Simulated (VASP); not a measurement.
# K (Pm-3m) in VASP: further runs, part 2 of 2

VASP 6.6.1. The steps go on from the part before.

## (3) Relaxation of cell and atoms, LDA

This run uses another cell than the first one, of 80.09 Å³/atom.

INCAR

```
SYSTEM = K
PREC     = Accurate       ! precision mode
ENCUT    = 600            ! plane-wave cutoff, eV
EDIFF    = 1E-7           ! SCF threshold, eV
ISMEAR   = 0              ! smearing method
SIGMA    = 0.1            ! smearing width, eV
LREAL    = .False.        ! projectors in reciprocal space
LASPH    = .True.         ! aspherical terms in the spheres
NELM     = 60             ! most SCF steps
ALGO     = Normal         ! electronic algorithm
ISIF     = 3              ! what is computed and relaxed
LWAVE    = .False.        ! write WAVECAR
LCHARG   = .False.        ! write CHGCAR
GGA      = CA             ! functional
IBRION   = 2              ! ionic algorithm
NSW      = 70             ! ionic steps
EDIFFG   = -0.005         ! ionic threshold
```

KPOINTS

```
regular mesh
0
Gamma
  10 10 10
  0 0 0
```

POSCAR

```
K
1.0
    4.3104394900      0.0000000000      0.0000000000
    0.0000000000      4.3104394900      0.0000000000
    0.0000000000      0.0000000000      4.3104394900
K
1
Direct
    0.0000000000      0.0000000000      0.0000000000
```

Potentials or basis: VASP PAW LDA potentials, release 64 (K_sv).

The run is started by

```sh
$ cat potpaw_LDA.64/K_sv/POTCAR > POTCAR
$ mpirun -np 1 vasp_std > vasp.out
```

OUTCAR:

```text
SYSTEM = K
   PREC = Accurate
   ENCUT = 600
   EDIFF = 1E-7
   ISMEAR = 0
   LREAL = .False.
   LASPH = .True.
   NELM = 60
   ISIF = 3
   GGA = CA
   IBRION = 2
   NSW = 70
   EDIFFG = -0.005

 ion  position               nearest neighbor table
   1  0.000  0.000  0.000-

  LATTYP: Found a simple cubic cell.
 ALAT       =     4.3104394900

  Lattice vectors:

 A1 = (   4.3104394900,   0.0000000000,   0.0000000000)
 A2 = (   0.0000000000,   4.3104394900,   0.0000000000)
 A3 = (   0.0000000000,   0.0000000000,   4.3104394900)

Analysis of symmetry for initial positions (statically):
=====================================================================
 Subroutine PRICEL returns:
 Original cell was already a primitive cell.

 Routine SETGRP: Setting up the symmetry group for a
 simple cubic supercell.

 Subroutine GETGRP returns: Found 48 space group operations
 (whereof 48 operations were pure point group operations)
 out of a pool of 48 trial point group operations.

The static configuration has the point symmetry O_h .

[... 167 lines left out ...]
  -------------------------------------------------------------------------------------
  Total       -0.1999914     -0.1999914     -0.1999914      0.0000000     -0.0000000      0.0000000
  in kB       -4.0008954     -4.0008954     -4.0008954      0.0000000     -0.0000000      0.0000000
  external PRESSURE =      -4.0008954 kB  Pullay stress =       0.0000000 kB
[... 127 lines left out ...]
--------------------------------------- Ionic step        5  -------------------------------------------

 number of electron       9.0000001 magnetization

 Free energy of the ion-electron system (eV)
  ---------------------------------------------------
  ext. energy  EPLUGINS =         0.00000000
  ---------------------------------------------------
  free energy    TOTEN  =        -1.05878793 eV

  energy without entropy =       -1.05464937  energy(sigma->0) =       -1.05671865

 E-fermi :  -0.0960     XC(G=0):  -6.0316

 val. band max:       -0.1099395691   @ k =   0.5000   0.1000   0.0000
 cond. band min:      -0.0672793613   @ k =   0.4000   0.3000   0.0000
 fundamental gap:      0.0426602078
 Fermi energy:        -0.0959768232

 k-point     1 :       0.0000    0.0000    0.0000
  band No.  band energies     occupation
      1     -32.0871      2.00000
      2     -15.7397      2.00000
      3     -15.7397      2.00000
      4     -15.7397      2.00000
      5      -2.4034      2.00000
      6       2.6507      0.00000
      7       2.6507      0.00000
      8       6.2048      0.00000
[... 243 lines left out ...]
 k-point    24 :       0.3000    0.1000    0.1000
  band No.  band energies     occupation
      1     -32.0799      2.00000
      2     -15.8308      2.00000
      3     -15.7445      2.00000
      4     -15.7432      2.00000
      5      -1.3013      2.00000
      6       1.7928      0.00000
      7       3.0005      0.00000
      8       4.5700      0.00000

 [... further k-points ...]

------------------------ aborting loop because EDIFF is reached ----------------------------------------

  FORCE on cell =-STRESS in cart. coord.  units (eV):
  Direction    XX          YY          ZZ          XY          YZ          ZX
  --------------------------------------------------------------------------------------
  -------------------------------------------------------------------------------------
  Total        0.0009404      0.0009404      0.0009404     -0.0000000      0.0000000     -0.0000000
  in kB        0.0219006      0.0219006      0.0219006     -0.0000000      0.0000000     -0.0000000
  external PRESSURE =       0.0219006 kB  Pullay stress =       0.0000000 kB
[... 16 lines left out ...]
  FREE ENERGIE OF THE ION-ELECTRON SYSTEM (eV)
  ---------------------------------------------------
  free  energy   TOTEN  =        -1.0587879345 eV

  energy  without entropy=       -1.0546493706  energy(sigma->0) =       -1.05671865

 reached required accuracy - stopping structural energy minimisation
```

CONTCAR:

```text
K
   1.00000000000000
     4.0975070171596268    0.0000000000000000    0.0000000000000000
     0.0000000000000000    4.0975070171596268    0.0000000000000000
    -0.0000000000000000   -0.0000000000000000    4.0975070171596268
  K
     1
Direct
     0.0000000000000000    0.0000000000000000    0.0000000000000000

  0.00000000E+00  0.00000000E+00  0.00000000E+00
```

Run time: 2.8 min. Hardware: 1 thread of AMD EPYC 7R43 (Zen 3), shared host; peak memory 0.17 GiB.

What came out:

* Free energy: -1.0588 eV
* Relaxed volume: 68.80 Å³/atom
* Relaxed cell: a = 4.098 Å, b = 4.098 Å, c = 4.098 Å, α = 90.00°, β = 90.00°, γ = 90.00°
* Space group after relaxing (to 0.1 Å): Pm-3m (No. 221)
* Energy gained by relaxing: 15.9 meV/atom
* Ionic steps: 5
* Pressure after relaxing: 0.0 GPa
* Band gap on the k mesh: zero (an odd number of electrons rules out a gap without spin polarisation)

The path:
```
step  energy change (eV)  largest force (eV/Å)  pressure (GPa)  volume (Å³)
   1              0.0000                0.0000           -0.40        80.09
   2             -0.0053                0.0000           -0.34        77.79
   3             -0.0150                0.0000           -0.11        71.17
   4             -0.0159                0.0000            0.02        68.46
   5             -0.0159                0.0000            0.00        68.80
```

Final structure:
```xyz
1
Lattice="4.0975 0.0000 0.0000 0.0000 4.0975 0.0000 0.0000 0.0000 4.0975" Properties=species:S:1:pos:R:3 pbc="T T T"
K     0.0000    0.0000    0.0000
```

Levels at points of the mesh, in eV from the Fermi level:
```
           k point  band 2  band 3  band 4  band 5  band 6  band 7
(0.00, 0.00, 0.00)  -15.64  -15.64  -15.64   -2.31    2.75    2.75
(0.50, 0.00, 0.00)  -15.79  -15.63  -15.63   -0.13    0.21    3.36
(0.50, 0.50, 0.00)  -15.77  -15.77  -15.62    1.01    2.10    2.38
(0.50, 0.50, 0.50)  -15.75  -15.75  -15.75    2.20    2.20    2.20
```
